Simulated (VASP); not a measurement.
# Sc (P6_3/mmc) in VASP: elastic constants with LDA

Aim: the elastic constants of Sc with LDA.

All numbers are computed with VASP 6.6.1; they aren't measurements. Logs are shortened: lines on timing, memory, paths and dates and some standing lists are left out, and cuts for length are marked.

### 1 The cell of the first run

The structure is hexagonal, space group P6_3/mmc (No. 194). Conventional cell: a = 3.210 Å, b = 3.210 Å, c = 4.981 Å, α = 90.00°, β = 90.00°, γ = 120.00°. Sc (site symmetry -6m2) has 12 Sc at 3.10 to 3.21 Å within 4.1 Å.

### 2 Elastic constants, LDA

INCAR reads:

```
SYSTEM = Sc
ALGO     = Normal         ! electronic algorithm
EDIFF    = 1E-8           ! SCF threshold, eV
ENCUT    = 600            ! plane-wave cutoff, eV
IBRION   = 6              ! ionic algorithm
ISIF     = 3              ! what is computed and relaxed
ISMEAR   = -1             ! smearing method
KPAR     = 4            
LASPH    = .True.         ! aspherical terms in the spheres
LCHARG   = .False.        ! write CHGCAR
LREAL    = .False.        ! projectors in reciprocal space
LWAVE    = .False.        ! write WAVECAR
NBANDS   = 18             ! bands
NELM     = 60             ! most SCF steps
NFREE    = 2            
NSW      = 1              ! ionic steps
POTIM    = 0.015          ! step
PREC     = Accurate       ! precision mode
SIGMA    = 0.1            ! smearing width, eV
```

KPOINTS reads:

```
k-points
0
Gamma
  16 16 10
  0 0 0
```

POSCAR reads:

```
Sc
1.0
    3.2104754898      0.0000000000      0.0000000000
   -1.6052377449      2.7803533324      0.0000000000
    0.0000000000      0.0000000000      4.9812388019
Sc
2
Direct
    0.3333333333      0.6666666667      0.2500000000
    0.6666666667      0.3333333333      0.7500000000
```

Potentials or basis: VASP PAW LDA potentials, release 64 (Sc_sv).

Started as:

```console
$ cat potpaw_LDA.64/Sc_sv/POTCAR > POTCAR
$ mpirun -np 4 vasp_std > vasp.out
```

OUTCAR:

```text
SYSTEM = Sc
   EDIFF = 1E-8
   ENCUT = 600
   IBRION = 6
   ISIF = 3
   ISMEAR = -1
   LASPH = .True.
   LREAL = .False.
   NELM = 60
   NFREE = 2
   NSW = 1
   POTIM = 0.015
   PREC = Accurate

 ion  position               nearest neighbor table
   1  0.333  0.667  0.250-   2 3.10   2 3.10   2 3.10   2 3.10   2 3.10   2 3.10
   2  0.667  0.333  0.750-   1 3.10   1 3.10   1 3.10   1 3.10   1 3.10   1 3.10

  LATTYP: Found a hexagonal cell.
 ALAT       =     3.2104754898
 C/A-ratio  =     1.5515579601

  Lattice vectors:

 A1 = (   3.2104754898,   0.0000000000,   0.0000000000)
 A2 = (  -1.6052377449,   2.7803533324,   0.0000000000)
 A3 = (   0.0000000000,   0.0000000000,   4.9812388019)

Analysis of symmetry for initial positions (statically):
=====================================================================
 Subroutine PRICEL returns:
 Original cell was already a primitive cell.

 Routine SETGRP: Setting up the symmetry group for a
 hexagonal supercell.

 Subroutine GETGRP returns: Found 24 space group operations
 (whereof 12 operations were pure point group operations)
 out of a pool of 24 trial point group operations.

The static configuration has the point symmetry D_3d.
 The point group associated with its full space group is D_6h.

Analysis of symmetry for dynamics (positions and initial velocities):
=====================================================================
 Subroutine PRICEL returns:
 Original cell was already a primitive cell.

 Routine SETGRP: Setting up the symmetry group for a
 hexagonal supercell.

 Subroutine GETGRP returns: Found 24 space group operations
 (whereof 12 operations were pure point group operations)
 out of a pool of 24 trial point group operations.

The dynamic configuration has the point symmetry D_3d.
[... 837 lines left out ...]
      5     -23.4948      2.00000
      6     -23.3646      2.00000
[... 10 lines left out ...]
     17       7.9314      0.00000
     18       8.4161      0.00000

 [... further k-points ...]

------------------------ aborting loop because EDIFF is reached ----------------------------------------

  FORCE on cell =-STRESS in cart. coord.  units (eV):
  Direction    XX          YY          ZZ          XY          YZ          ZX
  --------------------------------------------------------------------------------------
  -------------------------------------------------------------------------------------
  Total        0.3163992      0.3163992      0.3132137      0.0000000      0.0000000     -0.0000000
  in kB       11.4009045     11.4009045     11.2861198      0.0000000      0.0000000     -0.0000000
  external PRESSURE =      11.3626430 kB  Pullay stress =       0.0000000 kB
[... 17 lines left out ...]
  FREE ENERGIE OF THE ION-ELECTRON SYSTEM (eV)
  ---------------------------------------------------
  free  energy   TOTEN  =       -13.5052269892 eV

  energy  without entropy=      -13.3906729961  energy(sigma->0) =      -13.44794999

 INTERNAL STRAIN TENSORS FROM STRAINED CELLS
 ============================================

 INTERNAL STRAIN TENSOR FOR ION    1 for displacements in x,y,z  (eV/Angst):
          X           Y           Z          XY          YZ          ZX
  --------------------------------------------------------------------------------
  x     0.00000     0.00000    -0.00000    -1.80579     0.00000     0.00000
  y    -1.80285     1.80183     0.00000     0.00016    -0.00114    -0.00058
  z     0.00000     0.00000     0.00000     0.00000    -0.00094     0.00000

 INTERNAL STRAIN TENSORS FROM DISPLACED ATOMS
 ============================================

 INTERNAL STRAIN TENSOR FOR ION    1 for displacements in x,y,z  (eV/Angst):
          X           Y           Z          XY          YZ          ZX
  --------------------------------------------------------------------------------
  x     0.00000     0.00000     0.00000    -1.81410     0.00000     0.00000
  y    -1.81410     1.81410     0.00000     0.00000     0.00000     0.00000
  z    -0.00000    -0.00000     0.00000     0.00000     0.00000     0.00000

 INTERNAL STRAIN TENSOR FOR ION    2 for displacements in x,y,z  (eV/Angst):
          X           Y           Z          XY          YZ          ZX
  --------------------------------------------------------------------------------
  x     0.00000     0.00000     0.00000     1.81410     0.00000     0.00000
  y     1.81410    -1.81410     0.00000     0.00000     0.00000     0.00000
  z     0.00000     0.00000     0.00000     0.00000    -0.00000     0.00000

 Eigenvectors and eigenvalues of the dynamical matrix
 ----------------------------------------------------

   1 f  =    7.184574 THz    45.142009 2PiTHz  239.651586 cm-1    29.712996 meV
             X         Y         Z           dx          dy          dz
     -0.000000  1.853569  1.245310     0.000000   -0.000000    0.707107
      1.605238  0.926784  3.735929     0.000000   -0.000000   -0.707107
[... 16 lines left out ...]
   5 f  =    0.000000 THz     0.000000 2PiTHz    0.000000 cm-1     0.000000 meV
             X         Y         Z           dx          dy          dz
     -0.000000  1.853569  1.245310     0.707107    0.000000    0.000000
      1.605238  0.926784  3.735929     0.707107    0.000000    0.000000

   6 f/i=    0.000000 THz     0.000000 2PiTHz    0.000002 cm-1     0.000000 meV
             X         Y         Z           dx          dy          dz
     -0.000000  1.853569  1.245310     0.000000   -0.424946   -0.565173
      1.605238  0.926784  3.735929     0.000000   -0.424946   -0.565173

--------------------------------------------------------------------------------------------------------

 ELASTIC MODULI CONTR FROM IONIC RELAXATION (kBar)
 Direction    XX          YY          ZZ          XY          YZ          ZX
 --------------------------------------------------------------------------------
 XX         -77.3192     77.3192      0.0000     -0.0000      0.0000      0.0000
 YY          77.3192    -77.3192      0.0000      0.0000      0.0000      0.0000
 ZZ           0.0000      0.0000      0.0000      0.0000      0.0000      0.0000
 XY          -0.0000      0.0000      0.0000    -77.3192      0.0000      0.0000
 YZ           0.0000      0.0000      0.0000      0.0000     -0.0000      0.0000
 ZX           0.0000      0.0000      0.0000      0.0000      0.0000      0.0000
 --------------------------------------------------------------------------------

 TOTAL ELASTIC MODULI (kBar)
 Direction    XX          YY          ZZ          XY          YZ          ZX
 --------------------------------------------------------------------------------
 XX        1139.9737    428.0768    363.0252     -0.0000      0.0000     -0.0000
 YY         428.0768   1139.9737    363.0252      0.0000     -0.0000     -0.0000
 ZZ         363.0252    363.0252   1132.0706      0.0000      0.0000      0.0000
 XY          -0.0000      0.0000      0.0000    355.9485     -0.0000      0.0000
 YZ           0.0000     -0.0000      0.0000     -0.0000    342.4567      0.0000
 ZX          -0.0000     -0.0000      0.0000      0.0000      0.0000    342.4567
 --------------------------------------------------------------------------------
```

OSZICAR:

```text
N       E                     dE             d eps       ncg     rms          rms(c)
DAV:   1     0.370832308440E+03    0.37083E+03   -0.11685E+04  6488   0.152E+03
DAV:   2     0.728433777878E+01   -0.36355E+03   -0.35567E+03  8208   0.561E+02
DAV:   3    -0.143557323334E+02   -0.21640E+02   -0.20814E+02 10744   0.176E+02
[... 189 lines left out ...]
DAV:   4    -0.135052397794E+02    0.43641E-04   -0.11836E-04 15050   0.199E-01    0.127E-02
DAV:   5    -0.135052267360E+02    0.13043E-04   -0.29356E-05 16022   0.149E-01    0.151E-03
DAV:   6    -0.135052269847E+02   -0.24868E-06   -0.31770E-06 10956   0.172E-02    0.472E-04
DAV:   7    -0.135052269900E+02   -0.53506E-08   -0.13341E-07 16222   0.491E-03    0.164E-04
DAV:   8    -0.135052269892E+02    0.85902E-09   -0.78784E-09  6734   0.857E-04
  17 F= -.13505227E+02 E0= -.13447950E+02  d E =-.114554E+00
```

Run time: 20 min. Hardware: 4 MPI ranks of Intel Xeon Platinum 8259CL at 2.50GHz (Skylake/Cascade Lake), shared host; peak memory 1.1 GiB.

What came out:

```
Elastic constants C11, C12, C44 : 114, 43, 34 GPa
Voigt bulk modulus              : 64 GPa
Highest phonon frequency at Γ   : 240 cm⁻¹
```

Phonon frequencies in cm⁻¹ (negative: imaginary):
```csv
q point,frequencies
"(0.000, 0.000, 0.000)",0 0 0 136 136 240
```

Elastic tensor in Voigt notation (GPa, in the Cartesian axes of the cell as first typed):
```
114  43  36   0   0   0
 43 114  36   0   0   0
 36  36 113   0   0   0
  0   0   0  34   0   0
  0   0   0   0  34   0
  0   0   0   0   0  36
```

Clamped-ion elastic tensor (GPa):
```
122  35  36   0   0   0
 35 122  36   0   0   0
 36  36 113   0   0   0
  0   0   0  34   0   0
  0   0   0   0  34   0
  0   0   0   0   0  43
```

Caveat: the cell is under stress, which shifts elastic constants.
